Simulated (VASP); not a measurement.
# Ge (C2/m) in VASP: single point with PBE

Aim: the single point of Ge with PBE.

All numbers are computed with VASP 6.6.1; they aren't measurements. Logs are shortened: lines on timing, memory, paths and dates and some standing lists are left out, and cuts for length are marked.

### 1 The cell of the first run

It takes space group C2/m (No. 12, monoclinic). Conventional cell: a = 3.842 Å, b = 3.812 Å, c = 2.713 Å, α = 90.00°, β = 90.30°, γ = 90.00°. Ge (site symmetry 2/m) has 6 Ge at 2.71 Å within 3.6 Å.

### 2 Single point, PBE

File INCAR:

```
  PREC = Accurate
  ENCUT = 520
  EDIFF = 1E-6
  ISMEAR = 0
  SIGMA = 0.1
  LREAL = F
  LASPH = T
  NELM = 100
  ALGO = Normal
  ISIF = 2
  LWAVE = F
  LCHARG = F
  GGA = PE
  NBANDS = 28
```

File KPOINTS:

```
Automatic mesh
0
Gamma
  6 6 4
```

File POSCAR:

```
Ge
1.0
    3.3154397985     -1.9061473085      0.0480582217
    3.3154397985      1.9061473085      0.0480582217
   -0.0704259221      0.0000000000      4.7138812481
Ge
3
Direct
    0.3333095613      0.3333095613      0.6667289675
    0.6666904387      0.6666904387      0.3332710325
    0.0000000000      0.0000000000      0.0000000000
```

Potentials or basis: VASP PAW PBE potentials, release 64 (Ge_d).

Launch:

```sh
$ cat potpaw_PBE.64/Ge_d/POTCAR > POTCAR
$ mpirun -np 1 vasp_std > vasp.out
```

OUTCAR:

```text
PREC = Accurate
   ENCUT = 520
   EDIFF = 1E-6
   ISMEAR = 0
   LREAL = F
   LASPH = T
   NELM = 100
   ISIF = 2
   GGA = PE

 ion  position               nearest neighbor table
   1  0.333  0.333  0.667-   3 2.71   3 2.71   2 2.71   2 2.71   3 2.71   2 2.71
   2  0.667  0.667  0.333-   3 2.71   3 2.71   1 2.71   1 2.71   3 2.71   1 2.71
   3  0.000  0.000  0.000-   2 2.71   2 2.71   1 2.71   1 2.71   1 2.71   2 2.71

  LATTYP: Found a base centered monoclinic cell.
 ALAT       =     6.6315761777
 B/A-ratio  =     0.5748700633
 C/A-ratio  =     0.7109029857
 COS(beta)  =    -0.0004447394

  Lattice vectors:

 A1 = (   3.3154397985,  -1.9061473085,   0.0480582217)
 A2 = (   3.3154397985,   1.9061473085,   0.0480582217)
 A3 = (  -0.0704259221,   0.0000000000,   4.7138812481)

Analysis of symmetry for initial positions (statically):
=====================================================================
 Subroutine PRICEL returns:
 Original cell was already a primitive cell.

 Routine SETGRP: Setting up the symmetry group for a
 base centered monoclinic supercell.

 Subroutine GETGRP returns: Found  4 space group operations
 (whereof  4 operations were pure point group operations)
 out of a pool of  4 trial point group operations.

The static configuration has the point symmetry C_2h.

Analysis of symmetry for dynamics (positions and initial velocities):
=====================================================================
 Subroutine PRICEL returns:
 Original cell was already a primitive cell.

 Routine SETGRP: Setting up the symmetry group for a
 base centered monoclinic supercell.

 Subroutine GETGRP returns: Found  4 space group operations
 (whereof  4 operations were pure point group operations)
 out of a pool of  4 trial point group operations.

The dynamic configuration has the point symmetry C_2h.

 Subroutine INISYM returns: Found  4 space group operations
 (whereof  4 operations are pure point group operations),
 and found     1 'primitive' translations

----------------------------------------------------------------------------------------

                                     Primitive cell

  volume of cell :      59.5937

  direct lattice vectors                    reciprocal lattice vectors
     3.315439798 -1.906147309  0.048058222     0.150776902 -0.262309213  0.002252624
     3.315439798  1.906147309  0.048058222     0.150776902  0.262309213  0.002252624
    -0.070425922  0.000000000  4.713881248    -0.003074354  0.000000000  0.212093482

  length of vectors
     3.824637004  3.824637004  4.714407304     0.302563831  0.302563831  0.212115762

  position of ions in fractional coordinates (direct lattice)
     0.333309561  0.333309561  0.666728967
     0.666690439  0.666690439  0.333271033
     0.000000000  0.000000000  0.000000000

  ion indices of the primitive-cell ions
   primitive index   ion index
                 1           1
                 2           2
                 3           3

----------------------------------------------------------------------------------------

 KPOINTS: Automatic mesh

Automatic generation of k-mesh.
 Grid dimensions read from file:
 generate k-points for:    6    6    4

 Generating k-lattice:

  Cartesian coordinates                     Fractional coordinates (reciprocal lattice)
     0.025129484 -0.043718202  0.000375437     0.166666667 -0.000000000  0.000000000
     0.025129484  0.043718202  0.000375437    -0.000000000  0.166666667  0.000000000
    -0.000768588  0.000000000  0.053023370    -0.000000000 -0.000000000  0.250000000

  Length of vectors
     0.050427305  0.050427305  0.053028941

  Shift w.r.t. Gamma in fractional coordinates (k-lattice)
     0.000000000  0.000000000  0.000000000

 Subroutine IBZKPT returns following result:
 ===========================================

 Found     47 irreducible k-points:

 Following reciprocal coordinates:
            Coordinates               Weight
  0.000000  0.000000  0.000000      1.000000
  0.166667 -0.000000 -0.000000      4.000000
  0.333333  0.000000 -0.000000      4.000000
  0.500000 -0.000000 -0.000000      2.000000
  0.166667  0.166667 -0.000000      2.000000
  0.333333  0.166667 -0.000000      4.000000
[... 16 lines left out ...]
 -0.333333  0.166667  0.250000      4.000000
 -0.166667  0.166667  0.250000      4.000000
 [... further k-points ...]
   k-points           NKPTS =     47   k-points in BZ     NKDIM =     47   number of bands    NBANDS=     28
   number of dos      NEDOS =    301   number of ions     NIONS =      3
   total plane-waves  NPLWV =  28224
   dimension x,y,z NGX =    28 NGY =   28 NGZ =   36
   dimension x,y,z NGXF=    56 NGYF=   56 NGZF=   72
   ions per type =               3
   NGX,Y,Z   is equivalent  to a cutoff of  12.17, 12.17, 12.69 a.u.
   NGXF,Y,Z  is equivalent  to a cutoff of  24.34, 24.34, 25.39 a.u.
 SYSTEM =  unknown system
   PREC   = accura    normal or accurate (medium, high low for compatibility)
   ISTART =      0    job   : 0-new  1-cont  2-samecut
   ICHARG =      2    charge: 1-file 2-atom 10-const
   ISPIN  =      1    spin polarized calculation?
   LNONCOLLINEAR =      F non collinear calculations
   LSORBIT =      F    spin-orbit coupling
   LASPH  =      T    aspherical Exc in radial PAW
   ENCUT  =  520.0 eV  38.22 Ry    6.18 a.u.   7.11  7.11  8.77*2*pi/ulx,y,z
   NELM   =    100;   NELMIN=  2; NELMDL= -5     # of ELM steps
   EDIFF  = 0.1E-05   stopping-criterion for ELM
   LREAL  =      F    real-space projection
   EDIFFG = 0.1E-04   stopping-criterion for IOM
   NSW    =      0    number of steps for IOM
   IBRION =     -1    ionic relax: 0-MD 1-quasi-New 2-CG
   NFREE  =      0    steps in history (QN), initial steepest desc. (CG)
   ISIF   =      2    stress and relaxation
   ISYM   =      2    0-nonsym 1-usesym 2-fastsym
   POTIM  = 0.5000    time-step for ionic-motion
   TEBEG  =    0.0;   TEEND  =   0.0 temperature during run
   PSTRESS=    0.0 pullay stress
   NELECT =      42.0000    total number of electrons
   NUPDOWN=      -1.0000    fix difference up-down
   EMIN   =  10.00;   EMAX   =-10.00  energy-range for DOS
   EFERMI =   0.00;   METHOD = LEGACY
   ISMEAR =     0;   SIGMA  =   0.10  broadening in eV -4-tet -1-fermi 0-gaus
   EFERMI_NEDOS =   21; number of points for ismear=-14 and -15
   IALGO  =     38    algorithm
   IMIX   =      4    mixing-type and parameters
     AMIX     =   0.40;   BMIX     =  1.00
     AMIX_MAG =   1.60;   BMIX_MAG =  1.00
  volume/ion in A,a.u.               =      19.86       134.05
  Fermi-wavevector in a.u.,A,eV,Ry     =   1.456882  2.753109 28.878452  2.122506
  Thomas-Fermi vector in A             =   2.573749
   LORBIT       =      0    0 simple, 1 ext, 2 COOP (PROOUT), +10 PAW based schemes
   GGA     = PE    functional components
   LHFCALC =     F    Hartree Fock is set to
   AEXX    =    0.0000 exact exchange contribution
   IVDW    =     0    specifies the selected vdW correction
   LEPSILON=     F    determine dielectric tensor
   LRPA    =     F    only Hartree local field effects (RPA)
 non-spin polarized calculation
 Gauss-broadening in eV      SIGMA  =   0.10
  energy-cutoff  :      520.00
  volume of cell :       59.59
 maximum number of plane-waves:      1624
   NGX = 15   NGY = 15   NGZ = 17

 number of electron      42.0000019 magnetization

 Free energy of the ion-electron system (eV)
  ---------------------------------------------------
  ext. energy  EPLUGINS =         0.00000000
  ---------------------------------------------------
  free energy    TOTEN  =       -12.82284614 eV

  energy without entropy =      -12.81796856  energy(sigma->0) =      -12.82040735

 E-fermi :   5.7500     XC(G=0): -10.9260

 val. band max:        5.7037965295   @ k =   0.3333   0.3333   0.5000
 cond. band min:       5.9060547327   @ k =   0.1667   0.0000   0.5000
 fundamental gap:      0.2022582031
 Fermi energy:         5.7500040746

 k-point     1 :       0.0000    0.0000    0.0000
  band No.  band energies     occupation
      1     -18.7435      2.00000
      2     -18.7413      2.00000
      3     -18.6090      2.00000
      4     -18.6085      2.00000
      5     -18.5977      2.00000
      6     -18.5973      2.00000
[... 20 lines left out ...]
     27      12.5904      0.00000
     28      15.1994      0.00000

 k-point     2 :       0.1667   -0.0000   -0.0000
  band No.  band energies     occupation
      1     -18.7315      2.00000
      2     -18.7167      2.00000
      3     -18.6275      2.00000
      4     -18.6117      2.00000
      5     -18.6023      2.00000
      6     -18.5845      2.00000
[... 20 lines left out ...]
     27      12.0507      0.00000
     28      12.4233      0.00000

 k-point     3 :       0.3333    0.0000   -0.0000
  band No.  band energies     occupation
      1     -18.7020      2.00000
      2     -18.6484      2.00000
      3     -18.6463      2.00000
      4     -18.6160      2.00000
      5     -18.6075      2.00000
      6     -18.5980      2.00000
[... 20 lines left out ...]
     27      11.3572      0.00000
     28      15.1597      0.00000

 k-point     4 :       0.5000   -0.0000   -0.0000
  band No.  band energies     occupation
      1     -18.6587      2.00000
      2     -18.6580      2.00000
      3     -18.6535      2.00000
      4     -18.6386      2.00000
      5     -18.5706      2.00000
      6     -18.5701      2.00000
[... 578 lines left out ...]
     27      14.6109      0.00000
     28      14.8198      0.00000

 k-point    23 :      -0.3333    0.1667    0.2500
  band No.  band energies     occupation
      1     -18.6863      2.00000
      2     -18.6599      2.00000
      3     -18.6342      2.00000
      4     -18.6099      2.00000
      5     -18.5918      2.00000
      6     -18.5783      2.00000
[... 20 lines left out ...]
     27      14.4438      0.00000
     28      15.1984      0.00000

 k-point    24 :      -0.1667    0.1667    0.2500
  band No.  band energies     occupation
      1     -18.7155      2.00000
      2     -18.6592      2.00000
      3     -18.6377      2.00000
      4     -18.6348      2.00000
      5     -18.6023      2.00000
      6     -18.5945      2.00000
[... 20 lines left out ...]
     27      12.2772      0.00000
     28      14.1520      0.00000

 [... further k-points ...]

------------------------ aborting loop because EDIFF is reached ----------------------------------------

  FORCE on cell =-STRESS in cart. coord.  units (eV):
  Direction    XX          YY          ZZ          XY          YZ          ZX
  --------------------------------------------------------------------------------------
  -------------------------------------------------------------------------------------
  Total       -0.0388274      0.0429675     -0.0579433      0.0000000      0.0000000      0.0148786
  in kB       -1.0438744      1.1551811     -1.5578076      0.0000000      0.0000000      0.4000109
  external PRESSURE =      -0.4821669 kB  Pullay stress =       0.0000000 kB

 VOLUME and BASIS-vectors are now :
 -----------------------------------------------------------------------------
  energy-cutoff  :      520.00
  volume of cell :       59.59
      direct lattice vectors                 reciprocal lattice vectors
     3.315439798 -1.906147309  0.048058222     0.150776902 -0.262309213  0.002252624
     3.315439798  1.906147309  0.048058222     0.150776902  0.262309213  0.002252624
    -0.070425922  0.000000000  4.713881248    -0.003074354  0.000000000  0.212093482

 POSITION                                       TOTAL-FORCE (eV/Angst)
 -----------------------------------------------------------------------------------
      2.16318      0.00000      3.17492         0.000407      0.000000     -0.001500
      4.39727      0.00000      1.63508        -0.000407      0.000000      0.001500
      0.00000      0.00000      0.00000         0.000000      0.000000      0.000000
 -----------------------------------------------------------------------------------
    total drift:                                0.000000     -0.000000      0.000000

  FREE ENERGIE OF THE ION-ELECTRON SYSTEM (eV)
  ---------------------------------------------------
  free  energy   TOTEN  =       -12.8228461393 eV

  energy  without entropy=      -12.8179685646  energy(sigma->0) =      -12.82040735
```

Wall time 30 s (1 thread of Intel Xeon Platinum 8488C (Sapphire Rapids), shared host); peak memory 0.2 GiB.

Results:

```
Free energy            : -12.8228 eV
Pressure               : 0.0 GPa
Band gap on the k mesh : zero (band 21 reaches 7.29 eV, above the bottom of band 22 at 4.08 eV)
```
